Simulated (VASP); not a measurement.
Write the native input for VASP 6.6.1 that does the following.

```yaml
Task: single point
Functional: PBEsol
Potentials_or_basis: VASP PAW PBE potentials, release 64 (Al, Ru_pv)
Cutoff: 520 eV
k_mesh: 10 × 10 × 10
Occupations: fermi-dirac, width 0.05 eV
Spin: no spin polarisation
Dipole_correction: no
Further_INCAR_settings: ALGO = Normal; EDIFF = 1e-06; NBANDS = 16
```

The structure of AlRu lies in POSCAR:

```
AlRu
1.0
    3.0693384252      0.0000000000      0.0000000000
    0.0000000000      3.0693384252      0.0000000000
    0.0000000000      0.0000000000      3.0693384252
Al Ru
1 1
Direct
    0.0000000000      0.0000000000      0.0000000000
    0.5000000000      0.5000000000      0.5000000000
```

These files were run (other wordings do the same):

INCAR

```
PREC = Accurate
ENCUT = 520
EDIFF = 1E-6
ISMEAR = -1
SIGMA = 0.05
LREAL = False
LASPH = True
NELM = 80
ALGO = Normal
ISIF = 2
LWAVE = False
LCHARG = False
GGA = PS
NBANDS = 16
```

KPOINTS

```
regular mesh
0
Gamma
  10 10 10
```

Potentials or basis: VASP PAW PBE potentials, release 64 (Al, Ru_pv).

Launch:

```bash
$ cat potpaw_PBE.64/Al/POTCAR potpaw_PBE.64/Ru_pv/POTCAR > POTCAR
$ mpirun -np 1 vasp_std > vasp.out
```

It gave:

The pressure is -16.5 GPa.

Caveat: the PAW data sets were made with another functional, which shifts forces and pressure a little.

It took 7.8 s on 1 thread of Intel Xeon 6975P-C (shared host), peak memory 0.15 GiB.
